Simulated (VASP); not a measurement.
# MnS (Fm-3m) in VASP: further runs

MnS is run at these levels: LDA, r2SCANh, RPBE+D4; tasks: single point.

Everything below comes from runs of VASP 6.6.1. Logs are shortened: lines on timing, memory, paths and dates and some standing lists are left out, and cuts for length are marked.

### 1 The cell of the first run

It takes space group Fm-3m (No. 225, cubic). Conventional cell: a = 5.311 Å, b = 5.311 Å, c = 5.311 Å, α = 90.00°, β = 90.00°, γ = 90.00°. Mn (site symmetry m-3m) has 6 S at 2.66 Å within 3.5 Å. Within 3.5 Å of S (site symmetry m-3m) lie 6 Mn at 2.66 Å.

### 2 Single point, LDA, collinear spin, ferromagnetic start (volume scaled by 1.06)

Contents of INCAR:

```
SYSTEM = MnS
ALGO = Normal ; EDIFF = 1E-6
ENCUT = 520 ; GGA = CA
ISIF = 2 ; ISMEAR = -1
ISPIN = 2 ; LASPH = .TRUE.
LCHARG = .TRUE. ; LELF = .TRUE.
LMAXMIX = 4 ; LORBIT = 11
LREAL = .FALSE. ; LVHAR = .TRUE.
LWAVE = .FALSE. ; MAGMOM = 4 0
NBANDS = 20 ; NELM = 150
PREC = Accurate ; SIGMA = 0.05
```

Contents of KPOINTS:

```
k-points
0
G
  9 9 9
  0 0 0
```

Contents of POSCAR:

```
MnS
1.0
    0.0000000000      2.6555815960      2.6555815960
    2.6555815960      0.0000000000      2.6555815960
    2.6555815960      2.6555815960      0.0000000000
Mn S
1 1
Direct
    0.0000000000      0.0000000000      0.0000000000
    0.5000000000      0.5000000000      0.5000000000
```

Potentials or basis: VASP PAW LDA potentials, release 64 (Mn_pv, S).

On the command line:

```
$ cat potpaw_LDA.64/Mn_pv/POTCAR potpaw_LDA.64/S/POTCAR > POTCAR
$ mpirun -np 1 vasp_std > vasp.out
```

OUTCAR:

```text
SYSTEM = MnS
   EDIFF = 1E-6
   ENCUT = 520
   GGA = CA
   ISIF = 2
   ISMEAR = -1
   ISPIN = 2
   LASPH = .TRUE.
   LORBIT = 11
   LREAL = .FALSE.
   NELM = 150
   PREC = Accurate

 ion  position               nearest neighbor table
   1  0.000  0.000  0.000-   2 2.66   2 2.66   2 2.66   2 2.66   2 2.66   2 2.66
   2  0.500  0.500  0.500-   1 2.66   1 2.66   1 2.66   1 2.66   1 2.66   1 2.66

  LATTYP: Found a face centered cubic cell.
 ALAT       =     5.3111631920

  Lattice vectors:

 A1 = (   0.0000000000,   2.6555815960,   2.6555815960)
 A2 = (   2.6555815960,   0.0000000000,   2.6555815960)
 A3 = (   2.6555815960,   2.6555815960,   0.0000000000)

Analysis of symmetry for initial positions (statically):
=====================================================================
 Subroutine PRICEL returns:
 Original cell was already a primitive cell.

 Routine SETGRP: Setting up the symmetry group for a
 face centered cubic supercell.

 Subroutine GETGRP returns: Found 48 space group operations
 (whereof 48 operations were pure point group operations)
 out of a pool of 48 trial point group operations.

The static configuration has the point symmetry O_h .

Analysis of symmetry for dynamics (positions and initial velocities):
=====================================================================
 Subroutine PRICEL returns:
 Original cell was already a primitive cell.

 Routine SETGRP: Setting up the symmetry group for a
 face centered cubic supercell.

 Subroutine GETGRP returns: Found 48 space group operations
 (whereof 48 operations were pure point group operations)
 out of a pool of 48 trial point group operations.

The dynamic configuration has the point symmetry O_h .

Analysis of structural, dynamic, and magnetic symmetry:
=====================================================================
 Subroutine PRICEL returns:
 Original cell was already a primitive cell.

 Routine SETGRP: Setting up the symmetry group for a
 face centered cubic supercell.

 Subroutine GETGRP returns: Found 48 space group operations
 (whereof 48 operations were pure point group operations)
 out of a pool of 48 trial point group operations.

The overall configuration has the point symmetry O_h .

 Subroutine INISYM returns: Found 48 space group operations
 (whereof 48 operations are pure point group operations),
 and found     1 'primitive' translations

----------------------------------------------------------------------------------------

                                     Primitive cell

  volume of cell :      37.4549

  direct lattice vectors                    reciprocal lattice vectors
     0.000000000  2.655581596  2.655581596    -0.188282673  0.188282673  0.188282673
     2.655581596  0.000000000  2.655581596     0.188282673 -0.188282673  0.188282673
     2.655581596  2.655581596  0.000000000     0.188282673  0.188282673 -0.188282673

  length of vectors
     3.755559509  3.755559509  3.755559509     0.326115155  0.326115155  0.326115155

  position of ions in fractional coordinates (direct lattice)
[... 8 lines left out ...]
----------------------------------------------------------------------------------------

 KPOINTS: k-points

Automatic generation of k-mesh.
 Grid dimensions read from file:
 generate k-points for:    9    9    9

 Generating k-lattice:

  Cartesian coordinates                     Fractional coordinates (reciprocal lattice)
    -0.020920297  0.020920297  0.020920297     0.111111111  0.000000000  0.000000000
     0.020920297 -0.020920297  0.020920297     0.000000000  0.111111111  0.000000000
     0.020920297  0.020920297 -0.020920297     0.000000000  0.000000000  0.111111111

  Length of vectors
     0.036235017  0.036235017  0.036235017

  Shift w.r.t. Gamma in fractional coordinates (k-lattice)
     0.000000000  0.000000000  0.000000000

 Subroutine IBZKPT returns following result:
 ===========================================

 Found     35 irreducible k-points:

 Following reciprocal coordinates:
            Coordinates               Weight
  0.000000  0.000000  0.000000      1.000000
  0.111111  0.000000  0.000000      8.000000
  0.222222  0.000000  0.000000      8.000000
  0.333333  0.000000  0.000000      8.000000
  0.444444  0.000000  0.000000      8.000000
  0.111111  0.111111  0.000000      6.000000
[... 16 lines left out ...]
 -0.333333  0.333333  0.000000     12.000000
  0.444444  0.444444  0.000000      6.000000
 [... further k-points ...]
   k-points           NKPTS =     35   k-points in BZ     NKDIM =     35   number of bands    NBANDS=     20
   number of dos      NEDOS =    301   number of ions     NIONS =      2
   total plane-waves  NPLWV =  21952
   dimension x,y,z NGX =    28 NGY =   28 NGZ =   28
   dimension x,y,z NGXF=    56 NGYF=   56 NGZF=   56
   ions per type =               1   1
   NGX,Y,Z   is equivalent  to a cutoff of  12.39, 12.39, 12.39 a.u.
   NGXF,Y,Z  is equivalent  to a cutoff of  24.79, 24.79, 24.79 a.u.
[... 93 lines left out ...]
     19      16.6087      0.00000
     20      20.5008      0.00000

 k-point     4 :       0.3333    0.0000    0.0000
  band No.  band energies     occupation
      1     -44.3238      1.00000
      2     -44.3198      1.00000
      3     -44.3198      1.00000
      4      -7.5303      1.00000
      5      -0.0383      1.00000
      6       1.4407      1.00000
[... 429 lines left out ...]
 k-point    23 :      -0.3333    0.3333    0.0000
  band No.  band energies     occupation
      1     -44.3234      1.00000
      2     -44.3233      1.00000
      3     -44.3207      1.00000
      4      -7.0074      1.00000
      5       0.1232      1.00000
      6       0.6948      1.00000
[... 12 lines left out ...]
     19      21.5432      0.00000
     20      22.9538      0.00000

 k-point    24 :       0.4444    0.4444    0.0000
  band No.  band energies     occupation
      1     -44.3247      1.00000
      2     -44.3215      1.00000
      3     -44.3215      1.00000
      4      -7.0877      1.00000
      5       0.1659      1.00000
      6       2.1807      1.00000
[... 12 lines left out ...]
     19      20.1726      0.00000
     20      20.1726      0.00000

 [... further k-points ...]

 spin component 2

 k-point     1 :       0.0000    0.0000    0.0000
  band No.  band energies     occupation
      1     -40.2041      1.00000
      2     -40.2041      1.00000
      3     -40.2041      1.00000
      4      -8.0663      1.00000
      5       4.2358      1.00000
      6       4.2358      1.00000
[... 12 lines left out ...]
     19      18.3810      0.00000
     20      18.6246      0.00000

 k-point     2 :       0.1111    0.0000    0.0000
  band No.  band energies     occupation
      1     -40.2051      1.00000
      2     -40.2042      1.00000
      3     -40.2042      1.00000
      4      -7.9570      1.00000
      5       3.3595      1.00000
      6       3.8896      1.00000
[... 12 lines left out ...]
     19      17.4019      0.00000
     20      19.0378      0.00000

 k-point     3 :       0.2222    0.0000    0.0000
  band No.  band energies     occupation
      1     -40.2077      1.00000
      2     -40.2046      1.00000
      3     -40.2046      1.00000
      4      -7.6568      1.00000
      5       1.8966      1.00000
      6       3.3268      1.00000
[... 12 lines left out ...]
     19      17.6047      0.00000
     20      21.0654      0.00000

 k-point     4 :       0.3333    0.0000    0.0000
  band No.  band energies     occupation
      1     -40.2106      1.00000
      2     -40.2050      1.00000
      3     -40.2050      1.00000
      4      -7.2614      1.00000
      5       0.6105      1.00000
      6       2.8839      1.00000
[... 429 lines left out ...]
 k-point    23 :      -0.3333    0.3333    0.0000
  band No.  band energies     occupation
      1     -40.2100      1.00000
      2     -40.2098      1.00000
      3     -40.2063      1.00000
      4      -6.7477      1.00000
      5       0.8190      1.00000
      6       1.2508      1.00000
[... 12 lines left out ...]
     19      22.3772      0.00000
     20      23.8252      0.00000

 k-point    24 :       0.4444    0.4444    0.0000
  band No.  band energies     occupation
      1     -40.2117      1.00000
      2     -40.2073      1.00000
      3     -40.2073      1.00000
      4      -6.8067      1.00000
      5       0.6056      1.00000
      6       2.8374      1.00000
[... 12 lines left out ...]
     19      20.5212      0.00000
     20      20.5212      0.00000

 [... further k-points ...]

------------------------ aborting loop because EDIFF is reached ----------------------------------------

  FORCE on cell =-STRESS in cart. coord.  units (eV):
  Direction    XX          YY          ZZ          XY          YZ          ZX
  --------------------------------------------------------------------------------------
  -------------------------------------------------------------------------------------
  Total       -3.1937261     -3.1937261     -3.1937261      0.0000000      0.0000000      0.0000000
  in kB     -136.6152872   -136.6152872   -136.6152872      0.0000000      0.0000000      0.0000000
  external PRESSURE =    -136.6152872 kB  Pullay stress =       0.0000000 kB

 VOLUME and BASIS-vectors are now :
 -----------------------------------------------------------------------------
  energy-cutoff  :      520.00
  volume of cell :       37.45
      direct lattice vectors                 reciprocal lattice vectors
     0.000000000  2.655581596  2.655581596    -0.188282673  0.188282673  0.188282673
     2.655581596  0.000000000  2.655581596     0.188282673 -0.188282673  0.188282673
     2.655581596  2.655581596  0.000000000     0.188282673  0.188282673 -0.188282673

 POSITION                                       TOTAL-FORCE (eV/Angst)
 -----------------------------------------------------------------------------------
      0.00000      0.00000      0.00000        -0.000000      0.000000     -0.000000
      2.65558      2.65558      2.65558         0.000000     -0.000000      0.000000
 -----------------------------------------------------------------------------------
    total drift:                               -0.000000      0.000000      0.000000

  FREE ENERGIE OF THE ION-ELECTRON SYSTEM (eV)
  ---------------------------------------------------
  free  energy   TOTEN  =       -14.8076069522 eV

  energy  without entropy=      -14.7995701759  energy(sigma->0) =      -14.80358856

 total charge

# of ion       s       p       d       tot
------------------------------------------
    1        0.213   6.146   4.935  11.295
    2        1.329   2.347   0.000   3.676
--------------------------------------------------
tot          1.543   8.493   4.935  14.971

 magnetization (x)

# of ion       s       p       d       tot
------------------------------------------
    1        0.045   0.031   4.117   4.193
    2        0.023   0.084   0.000   0.108
--------------------------------------------------
tot          0.069   0.115   4.117   4.301
```

It took 43 s on 1 thread of Intel Xeon Platinum 8259CL at 2.50GHz (Skylake/Cascade Lake), shared host; peak memory 0.17 GiB.

Results:

| Item | Value |
| --- | --- |
| Free energy | -14.8076 eV |
| Pressure | -13.7 GPa |
| Net moment | 4.67 μB per cell |
| Site moments | Mn +4.19; S +0.11 μB |
| Valence electrons inside the program's atomic spheres | Mn 11.29; S 3.68 |

Levels at points of the mesh, in eV from the Fermi level:
Spin up:
```
           k point  band 10  band 11  band 12  band 13  band 14  band 15
(0.00, 0.00, 0.00)    -1.72    -1.72    -1.72     1.36     8.59     8.59
```
Spin down:
| k point | band 4 | band 5 | band 6 | band 7 | band 8 | band 9 | band 10 | band 11 |
| --- | --- | --- | --- | --- | --- | --- | --- | --- |
| (0.00, 0.00, 0.00) | -13.75 | -1.45 | -1.45 | -1.45 | 0.20 | 0.20 | 0.20 | 0.30 |

Caveat: the cell differs from its parent crystal (volume scaled by 1.06); a cell with one magnetic atom can't hold antiferromagnetic order, which such compounds often take; semilocal functionals often make such compounds metallic where correlation or magnetic order opens a gap, which also shifts bond lengths.

### 3 Single point, r2SCANh, collinear spin, ferromagnetic start

This run uses another cell than the first one, of 17.67 Å³/atom, 0.943 times its volume.

Contents of POSCAR:

```
MnS
1.0
    0.0000000000      2.6045000000      2.6045000000
    2.6045000000      0.0000000000      2.6045000000
    2.6045000000      2.6045000000      0.0000000000
Mn S
1 1
Direct
    0.0000000000      0.0000000000      0.0000000000
    0.5000000000      0.5000000000      0.5000000000
```

Contents of INCAR.step1:

```
SYSTEM = MnS
PREC = Accurate
ENCUT = 520
EDIFF = 1E-5
ISMEAR = -1
SIGMA = 0.05
LREAL = .False.
LASPH = .True.
NELM = 150
ALGO = Normal
ISIF = 2
LWAVE = .True.
LCHARG = .False.
ISPIN = 2
MAGMOM = 4 0
LORBIT = 11
LMAXMIX = 4
NBANDS = 20
GGA = PE
LUSENCCL = .False.
```

Contents of INCAR.step2:

```
SYSTEM = MnS
PREC = Accurate
ENCUT = 520
EDIFF = 1E-6
ISMEAR = -1
SIGMA = 0.05
LREAL = .False.
LASPH = .True.
NELM = 150
ALGO = Normal
ISIF = 2
LWAVE = .False.
LCHARG = .False.
ISPIN = 2
MAGMOM = 4 0
LORBIT = 11
LMAXMIX = 4
METAGGA = R2SCAN
LHFCALC = .True.
AEXX = 0.1
LMIXTAU = .True.
PRECFOCK = Normal
NBANDS = 20
ISTART = 1
LUSENCCL = .False.
```

Contents of KPOINTS:

```
regular mesh
0
Gamma
  5 5 5
  0 0 0
```

Potentials or basis: VASP PAW PBE potentials, release 64 (Mn_pv, S).

On the command line:

```
$ cat potpaw_PBE.64/Mn_pv/POTCAR potpaw_PBE.64/S/POTCAR > POTCAR
$ cp INCAR.step1 INCAR
$ mpirun -np 1 vasp_std > vasp.out
$ cp INCAR.step2 INCAR
$ mpirun -np 1 vasp_std > vasp.out
```

Wall time 12 min (1 × NVIDIA H100 80GB with 1 thread of AMD EPYC 7R13 (Zen 3), shared host); peak memory 1.3 GiB.

The run converged. Its results:

```yaml
Free_energy: -27.0743 eV
Pressure: 1.4 GPa
Band_gap_on_the_k_mesh: 1.07 eV, indirect (least direct gap 3.10 eV)
Net_moment: 5.00 μB per cell
Site_moments: Mn +4.55; S +0.13 μB
Valence_electrons_inside_the_program's_atomic_spheres: Mn 11.27; S 3.81
```

Levels at points of the mesh, in eV from the valence-band top:
Spin up:
```csv
k point,band 8,band 9,band 10,band 11,band 12,band 13,band 14,band 15,band 16,band 17
"(0.00, 0.00, 0.00)",-4.37,-4.37,-1.78,-1.78,-1.78,3.00,9.76,9.76,9.76,11.98
```
Spin down:
| k point | band 5 | band 6 | band 7 | band 8 | band 9 | band 10 |
| --- | --- | --- | --- | --- | --- | --- |
| (0.00, 0.00, 0.00) | -1.40 | -1.40 | -1.40 | 2.43 | 2.43 | 2.43 |

Caveat: the PAW data sets were made with another functional, which shifts forces and pressure a little; a cell with one magnetic atom can't hold antiferromagnetic order, which such compounds often take.

### 4 Single point, RPBE+D4, collinear spin, ferromagnetic start

This run uses another cell than the first one, of 15.23 Å³/atom, 0.813 times its volume.

Contents of INCAR:

```
SYSTEM = MnS
PREC = Accurate ; ENCUT = 520
EDIFF = 1E-7 ; ISMEAR = -1
SIGMA = 0.05 ; LREAL = .False.
LASPH = .True. ; NELM = 150
ALGO = Normal ; ISIF = 2
LWAVE = .False. ; LCHARG = .False.
ISPIN = 2 ; MAGMOM = 4 0
LORBIT = 11 ; LMAXMIX = 4
GGA = RP ; IVDW = 13
NBANDS = 20
```

Contents of KPOINTS:

```
regular mesh
0
Gamma
  9 9 9
  0 0 0
```

Contents of POSCAR:

```
MnS
1.0
    0.0000000000      2.4787857034      2.4787857034
    2.4787857034      0.0000000000      2.4787857034
    2.4787857034      2.4787857034      0.0000000000
Mn S
1 1
Direct
    0.0000000000      0.0000000000      0.0000000000
    0.5000000000      0.5000000000      0.5000000000
```

On the command line:

```
$ cat potpaw_PBE.64/Mn_pv/POTCAR potpaw_PBE.64/S/POTCAR > POTCAR
$ mpirun -np 1 vasp_std > vasp.out
```

It took 35 s on 1 thread of Intel Xeon Platinum 8488C (Sapphire Rapids), shared host; peak memory 0.19 GiB.

The run converged. Its results:

```yaml
Free_energy: -15.1920 eV
Pressure: -0.1 GPa
Net_moment: 4.26 μB per cell
Site_moments: Mn +3.93; S +0.07 μB
Valence_electrons_inside_the_program's_atomic_spheres: Mn 11.45; S 3.77
Dispersion_energy_per_atom: -0.940 eV
```

Levels at points of the mesh, in eV from the Fermi level:
Spin up:
| k point | band 9 | band 10 | band 11 | band 12 | band 13 | band 14 | band 15 | band 16 |
| --- | --- | --- | --- | --- | --- | --- | --- | --- |
| (0.00, 0.00, 0.00) | -3.40 | -2.11 | -2.11 | -2.11 | 2.98 | 8.87 | 8.87 | 8.87 |
Spin down:
| k point | band 3 | band 4 | band 5 | band 6 | band 7 | band 8 | band 9 | band 10 | band 11 | band 12 |
| --- | --- | --- | --- | --- | --- | --- | --- | --- | --- | --- |
| (0.00, 0.00, 0.00) | -46.43 | -15.45 | -1.93 | -1.93 | -1.93 | -0.13 | -0.13 | -0.13 | -0.03 | -0.03 |

Caveat: the PAW data sets were made with another functional, which shifts forces and pressure a little; a cell with one magnetic atom can't hold antiferromagnetic order, which such compounds often take; semilocal functionals often make such compounds metallic where correlation or magnetic order opens a gap, which also shifts bond lengths; pairwise dispersion overbinds metals, which lowers pressure and volume. With open d or f shells a metallic result of RPBE can be an artefact of self-interaction; +U or a hybrid may open a gap.

### 5 Overview

```csv
level,potentials or basis,cell,k mesh,grid for exact exchange (PRECFOCK),gap on the mesh (eV),pressure (GPa),moment (μB)
LDA,"VASP PAW LDA potentials, release 64 (Mn_pv, S)","a = 3.756 Å, angles 60.0°, 2 atoms",9 × 9 × 9,-,none,-13.7,4.67
r2SCANh,"VASP PAW PBE potentials, release 64 (Mn_pv, S)","a = 3.683 Å, angles 60.0°, 2 atoms",5 × 5 × 5,Normal,1.07,1.4,5.00
RPBE+D4,"VASP PAW PBE potentials, release 64 (Mn_pv, S)","a = 3.506 Å, angles 60.0°, 2 atoms",9 × 9 × 9,-,none,-0.1,4.26
```

Alike in all rows: task single point; spin collinear, ferromagnetic start; cutoff (eV) 520; smearing fermi-dirac 0.05 eV.

Caveats: a cell with one magnetic atom can't hold antiferromagnetic order, which such compounds often take; semilocal functionals often make such compounds metallic where correlation or magnetic order opens a gap, which also shifts bond lengths (some runs); the PAW data sets were made with another functional, which shifts forces and pressure a little (some runs); pairwise dispersion overbinds metals, which lowers pressure and volume (some runs).

Absolute energies hang on the potentials; compare differences alone.
